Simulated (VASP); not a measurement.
# TePt2 (Pmma) in VASP: a series of runs, part 2 of 2

VASP 6.6.1.

## (3) Single point, PBE

This run uses another cell than the first one, of 23.95 Å³/atom.

INCAR reads:

```
SYSTEM = TePt2
PREC = Accurate ; ENCUT = 520
EDIFF = 1E-7 ; ISMEAR = 0
SIGMA = 0.2 ; LREAL = .False.
LASPH = .True. ; NELM = 80
ALGO = Normal ; ISIF = 2
LWAVE = .False. ; LCHARG = .False.
GGA = PE ; NBANDS = 35
```

KPOINTS reads:

```
regular mesh
0
Gamma
  4 4 2
  0 0 0
```

POSCAR reads:

```
TePt2
1.0
    3.9686003584      0.0000000000      0.0000000000
    0.0000000000      3.9904124123      0.0000000000
    0.0000000000      0.0000000000      9.0758606487
Te Pt
2 4
Direct
    0.2500000000      0.0000000000      0.6909506427
    0.7500000000      0.0000000000      0.3090493573
    0.7500000000      0.0000000000      0.8885183818
    0.2500000000      0.5000000000      0.8771726535
    0.2500000000      0.0000000000      0.1114816182
    0.7500000000      0.5000000000      0.1228273465
```

Potentials or basis: VASP PAW PBE potentials, release 64 (Te, Pt).

Command:

```console
$ cat potpaw_PBE.64/Te/POTCAR potpaw_PBE.64/Pt/POTCAR > POTCAR
$ mpirun -np 1 vasp_std > vasp.out
```

OUTCAR:

```text
SYSTEM = TePt2
   PREC = Accurate
   ENCUT = 520
   EDIFF = 1E-7
   ISMEAR = 0
   LREAL = .False.
   LASPH = .True.
   NELM = 80
   ISIF = 2
   GGA = PE

 ion  position               nearest neighbor table
   1  0.250  0.000  0.691-   4 2.61   4 2.61   3 2.67   3 2.67
   2  0.750  0.000  0.309-   6 2.61   6 2.61   5 2.67   5 2.67
   3  0.750  0.000  0.889-   1 2.67   1 2.67   4 2.82   4 2.82   4 2.82   4 2.82   5 2.83   5 2.83
                             6 2.92   6 2.92
   4  0.250  0.500  0.877-   1 2.61   1 2.61   3 2.82   3 2.82   3 2.82   3 2.82   5 2.92   5 2.92
                             6 2.98   6 2.98
   5  0.250  0.000  0.111-   2 2.67   2 2.67   6 2.82   6 2.82   6 2.82   6 2.82   3 2.83   3 2.83
                             4 2.92   4 2.92
   6  0.750  0.500  0.123-   2 2.61   2 2.61   5 2.82   5 2.82   5 2.82   5 2.82   3 2.92   3 2.92
                             4 2.98   4 2.98

  LATTYP: Found a simple orthorhombic cell.
 ALAT       =     3.9686003584
 B/A-ratio  =     1.0054961578
 C/A-ratio  =     2.2869172577

  Lattice vectors:

 A1 = (   3.9686003584,   0.0000000000,   0.0000000000)
 A2 = (   0.0000000000,   3.9904124123,   0.0000000000)
 A3 = (   0.0000000000,   0.0000000000,   9.0758606487)

Analysis of symmetry for initial positions (statically):
=====================================================================
 Subroutine PRICEL returns:
 Original cell was already a primitive cell.

 Routine SETGRP: Setting up the symmetry group for a
 simple orthorhombic supercell.

 Subroutine GETGRP returns: Found  8 space group operations
 (whereof  4 operations were pure point group operations)
 out of a pool of  8 trial point group operations.

The static configuration has the point symmetry C_2h.
 The point group associated with its full space group is D_2h.

Analysis of symmetry for dynamics (positions and initial velocities):
[... 135 lines left out ...]
  Fermi-wavevector in a.u.,A,eV,Ry     =   1.166527  2.204417 18.514621  1.360786
  Thomas-Fermi vector in A             =   2.303039
   LORBIT       =      0    0 simple, 1 ext, 2 COOP (PROOUT), +10 PAW based schemes
   GGA     = PE    functional components
   LHFCALC =     F    Hartree Fock is set to
   AEXX    =    0.0000 exact exchange contribution
   IVDW    =     0    specifies the selected vdW correction
   LEPSILON=     F    determine dielectric tensor
   LRPA    =     F    only Hartree local field effects (RPA)
 non-spin polarized calculation
 Gauss-broadening in eV      SIGMA  =   0.20
  energy-cutoff  :      520.00
  volume of cell :      143.73
 maximum number of plane-waves:      3905
 NGX is ok and might be reduce to    30
   NGX = 15   NGY = 15   NGZ = 33

 number of electron      52.0000011 magnetization

 Free energy of the ion-electron system (eV)
  ---------------------------------------------------
  ext. energy  EPLUGINS =         0.00000000
  ---------------------------------------------------
  free energy    TOTEN  =       -31.65865194 eV

  energy without entropy =      -31.57644774  energy(sigma->0) =      -31.61754984

 E-fermi :   7.2728     XC(G=0): -10.3114

 val. band max:        7.2583701471   @ k =   0.5000   0.2500   0.0000
 cond. band min:       7.3152921883   @ k =   0.5000   0.2500   0.5000
 fundamental gap:      0.0569220412
 Fermi energy:         7.2728343760

 k-point     1 :       0.0000    0.0000    0.0000
  band No.  band energies     occupation
      1      -5.9072      2.00000
      2      -5.4749      2.00000
      3      -0.6006      2.00000
      4       0.5258      2.00000
      5       1.2618      2.00000
      6       1.4467      2.00000
[... 673 lines left out ...]
     34      11.8177      0.00000
     35      12.6940      0.00000

------------------------ aborting loop because EDIFF is reached ----------------------------------------

  FORCE on cell =-STRESS in cart. coord.  units (eV):
  Direction    XX          YY          ZZ          XY          YZ          ZX
  --------------------------------------------------------------------------------------
  -------------------------------------------------------------------------------------
  Total        0.1028959      0.1476510      0.0597554      0.0000000      0.0000000     -0.0000000
  in kB        1.1470060      1.6459024      0.6661081      0.0000000      0.0000000     -0.0000000
  external PRESSURE =       1.1530055 kB  Pullay stress =       0.0000000 kB

 VOLUME and BASIS-vectors are now :
 -----------------------------------------------------------------------------
  energy-cutoff  :      520.00
  volume of cell :      143.73
      direct lattice vectors                 reciprocal lattice vectors
     3.968600358  0.000000000  0.000000000     0.251978005  0.000000000  0.000000000
     0.000000000  3.990412412  0.000000000     0.000000000  0.250600664  0.000000000
     0.000000000  0.000000000  9.075860649     0.000000000  0.000000000  0.110182388

 POSITION                                       TOTAL-FORCE (eV/Angst)
 -----------------------------------------------------------------------------------
      0.99215      0.00000      6.27097         0.000000      0.000000      0.020704
      2.97645      0.00000      2.80489         0.000000      0.000000     -0.020704
      2.97645      0.00000      8.06407         0.000000      0.000000      0.009376
      0.99215      1.99521      7.96110        -0.000000     -0.000000      0.020217
      0.99215      0.00000      1.01179         0.000000      0.000000     -0.009376
      2.97645      1.99521      1.11476         0.000000      0.000000     -0.020217
 -----------------------------------------------------------------------------------
    total drift:                                0.000000     -0.000000      0.000000

  FREE ENERGIE OF THE ION-ELECTRON SYSTEM (eV)
  ---------------------------------------------------
  free  energy   TOTEN  =       -31.6586519408 eV

  energy  without entropy=      -31.5764477354  energy(sigma->0) =      -31.61754984
```

stdout:

```text
POSCAR found type information on POSCAR TePt
 POSCAR found :  2 types and       6 ions
 scaLAPACK will be used
 LDA part: xc-table for (Slater+PW92), standard interpolation
 POSCAR, INCAR and KPOINTS ok, starting setup
 FFT: planning ... GRIDC
 FFT: planning ... GRID_SOFT
 FFT: planning ... GRID
 WAVECAR not read
 entering main loop
```

It took 2.2 min on 1 thread of Intel Xeon Platinum 8259CL at 2.50GHz (Skylake/Cascade Lake), shared host; peak memory 0.27 GiB.

Results:

```
Free energy            : -31.6587 eV
Pressure               : 0.1 GPa
Largest force          : 0.021 eV/Å
Band gap on the k mesh : zero (bands 26 and 27 overlap by 0.50 eV)
```

Forces in eV/Å, atoms in the order of the input:
```
Te   0.000  0.000  0.021
Te   0.000  0.000 -0.021
Pt   0.000  0.000  0.009
Pt   0.000  0.000  0.020
Pt   0.000  0.000 -0.009
Pt   0.000  0.000 -0.020
```

Caveat: the k points lie up to 0.40 Å⁻¹ apart; spin-orbit coupling is left out, which moves the levels of the heavy elements; this functional lacks dispersion, which binds the layers, so the pressure and a relaxed spacing across them are unreliable.

## (4) Relaxation of cell and atoms, PBE

This run uses another cell than the first one, of 21.20 Å³/atom.

INCAR reads:

```
  ALGO = Fast
  EDIFF = 1E-6
  EDIFFG = -0.08
  ENCUT = 600
  GGA = PE
  IBRION = 2
  ISIF = 3
  ISMEAR = 0
  LASPH = True
  LCHARG = False
  LREAL = False
  LWAVE = False
  NELM = 100
  NSW = 36
  PREC = Accurate
  SIGMA = 0.2
```

KPOINTS reads:

```
k-points
0
Gamma
  4 4 2
```

POSCAR reads:

```
TePt2
1.0
    4.0000000000      0.0000000000      0.0000000000
    0.0000000000      4.0000000000      0.0000000000
    0.0000000000      0.0000000000      7.9500000000
Te Pt
2 4
Direct
    0.2500000000      0.0000000000      0.6650000000
    0.7500000000      0.0000000000      0.3350000000
    0.7500000000      0.0000000000      0.8800000000
    0.2500000000      0.5000000000      0.8800000000
    0.2500000000      0.0000000000      0.1200000000
    0.7500000000      0.5000000000      0.1200000000
```

Command:

```console
$ cat potpaw_PBE.64/Te/POTCAR potpaw_PBE.64/Pt/POTCAR > POTCAR
$ mpirun -np 1 vasp_std > vasp.out
```

Run time: 21 min. Hardware: 1 thread of Intel Xeon Platinum 8259CL at 2.50GHz (Skylake/Cascade Lake), shared host; peak memory 0.3 GiB.

The run converged. Its results:

| Quantity | Value |
| --- | --- |
| Free energy | -31.6490 eV |
| Relaxed volume | 23.92 Å³/atom |
| Relaxed cell | a = 3.995 Å, b = 4.012 Å, c = 8.954 Å, α = 90.00°, β = 90.00°, γ = 90.00° |
| Space group after relaxing (to 0.1 Å) | Pmma (No. 51) |
| Energy gained by relaxing | 74.2 meV/atom |
| Ionic steps | 22 |
| Pressure after relaxing | -0.1 GPa |
| Largest force after relaxing | 0.071 eV/Å |
| Band gap on the k mesh | zero (bands 26 and 27 overlap by 0.49 eV) |

Forces on the atoms (eV/Å):
```
Te   0.000  0.000 -0.011
Te   0.000  0.000  0.011
Pt   0.000  0.000  0.071
Pt   0.000  0.000 -0.044
Pt   0.000  0.000 -0.071
Pt   0.000  0.000  0.044
```

Stress tensor (GPa, compression positive):
```
-0.21  0.00  0.00
 0.00 -0.40  0.00
 0.00  0.00  0.34
```

The path:
```tsv
step	energy change (eV)	largest force (eV/Å)	pressure (GPa)	volume (Å³)
1	0.0000	1.3192	9.16	127.20
2	0.3971	1.9675	-11.68	150.82
3	-0.2609	0.7643	-1.14	135.51
4	-0.2614	0.7322	-0.83	135.19
5	-0.3400	0.2562	0.14	135.07
6	-0.3506	0.2300	0.79	135.01
7	-0.3708	0.2146	-0.79	137.05
8	-0.3726	0.2842	-1.39	137.87
9	-0.3845	0.2500	-1.10	137.86
10	-0.4011	0.2401	-0.43	137.79
11	-0.3993	0.3787	1.16	137.57
12	-0.4064	0.2987	0.26	137.71
13	-0.4112	0.2439	0.13	138.02
14	-0.4200	0.2396	-0.21	138.94
15	-0.4211	0.2838	-0.36	139.40
16	-0.4255	0.1978	0.08	139.34
17	-0.4281	0.0987	0.62	139.27
18	-0.4284	0.0727	0.86	139.24
19	-0.4325	0.0534	0.73	139.78
20	-0.4412	0.0451	0.33	141.38
21	-0.4439	0.1050	-0.29	144.62
22	-0.4450	0.0713	-0.09	143.53
```

Final structure:
```yaml
crystal:
  lattice:
    - [3.99519, 0.00000, 0.00000]
    - [0.00000, 4.01217, 0.00000]
    - [0.00000, 0.00000, 8.95425]
  atoms:
    - { symbol: Te, position: [0.25000, 0.00000, 0.68995] }
    - { symbol: Te, position: [0.75000, 0.00000, 0.31005] }
    - { symbol: Pt, position: [0.75000, 0.00000, 0.88702] }
    - { symbol: Pt, position: [0.25000, 0.50000, 0.87754] }
    - { symbol: Pt, position: [0.25000, 0.00000, 0.11298] }
    - { symbol: Pt, position: [0.75000, 0.50000, 0.12246] }
```

Levels at points of the mesh, in eV from the Fermi level:
| k point | band 24 | band 25 | band 26 | band 27 | band 28 | band 29 |
| --- | --- | --- | --- | --- | --- | --- |
| (0.00, 0.00, 0.00) | -0.88 | -0.43 | 0.10 | 0.12 | 1.42 | 1.54 |
| (0.50, 0.00, 0.00) | -1.82 | -1.03 | -1.03 | 1.24 | 1.24 | 1.94 |
| (0.00, 0.50, 0.00) | -1.80 | -1.46 | -0.30 | 0.25 | 0.35 | 1.73 |
| (0.50, 0.50, 0.00) | -1.37 | -1.13 | -1.13 | 0.45 | 0.45 | 0.95 |
| (0.00, 0.00, 0.50) | -0.29 | -0.06 | 0.10 | 0.12 | 1.00 | 1.02 |
| (0.50, 0.00, 0.50) | -1.82 | -0.66 | -0.66 | 0.80 | 0.80 | 1.26 |
| (0.00, 0.50, 0.50) | -1.63 | -1.46 | -0.55 | 0.79 | 0.95 | 1.21 |
| (0.50, 0.50, 0.50) | -1.45 | -1.18 | -1.18 | 0.14 | 0.14 | 1.02 |

Caveat: the k points lie up to 0.39 Å⁻¹ apart in the final cell; spin-orbit coupling is left out, which moves the levels of the heavy elements; this functional lacks dispersion, which binds the layers, so the pressure and a relaxed spacing across them are unreliable; the relaxation stopped at a loose force limit of 0.08 eV/Å, so its end isn't a converged minimum.

## (5) Summary

```csv
task,cell,k mesh,cutoff (eV),smearing,gap on the mesh (eV),pressure (GPa),largest force (eV/Å)
single point,"a = 3.984, b = 4.020, c = 9.241 Å, 6 atoms, atomic positions A",8 × 8 × 4,520,gaussian 0.1 eV,none,-0.2,0.04
single point,"a = 3.969, b = 3.990, c = 9.076 Å, 6 atoms, atomic positions B",4 × 4 × 2,520,gaussian 0.2 eV,none,0.1,0.02
relaxation of cell and atoms,"relaxed from a = 4.000, b = 4.000, c = 7.950 Å, 6 atoms, atomic positions C",4 × 4 × 2,600,gaussian 0.2 eV,none,-0.1,0.07
```

Alike in all rows: level PBE; potentials or basis VASP PAW PBE potentials, release 64 (Te, Pt); no spin polarisation.

Caveats: some runs use coarse meshes; spin-orbit coupling is left out, which moves the levels of the heavy elements; this functional lacks dispersion, which binds the layers, so the pressure and a relaxed spacing across them are unreliable; the relaxation stopped at a loose force limit of 0.08 eV/Å, so its end isn't a converged minimum (at least some runs).

Total energies depend on the potentials used, so only differences within one code and one set of settings carry meaning.
